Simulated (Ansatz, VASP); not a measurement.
One calculation of Ba2Au, two programs

```
CELL_PARAMETERS angstrom
-2.46884 2.46884 4.04915
2.46884 -2.46884 4.04915
2.46884 2.46884 -4.04915
ATOMIC_POSITIONS crystal
Ba 0.59300 0.59300 0.00000
Ba 0.40700 0.40700 0.00000
Au 0.00000 0.00000 0.00000
```

Alike in both runs: task single point; functional PBE; k mesh 6 × 6 × 6; occupations gaussian, width 0.1 eV; no spin polarisation.

```csv
,VASP,Ansatz
version,VASP 6.6.1,Ansatz 0.2.0
potentials or method,"VASP PAW PBE potentials, release 64 (Ba_sv, Au), cutoff 520 eV","scalar-relativistic, plane waves, PAW"
valence electrons in the cell,31,39
```

```csv
,VASP,Ansatz,Ansatz less VASP
gap on the k mesh at the Fermi level (eV),none,none,-
rms of the force components (eV/Å),106.953,98.901,-8.0517
```

Atom by atom the forces differ by 8.052 eV/Å (rms over components). A gap of «none» marks a metal or a gap that the smearing closes. VASP's potentials hold 31 valence electrons a cell and Ansatz's 39, so a difference there can come from the potentials and not from the codes.

Spin-orbit coupling is off throughout.
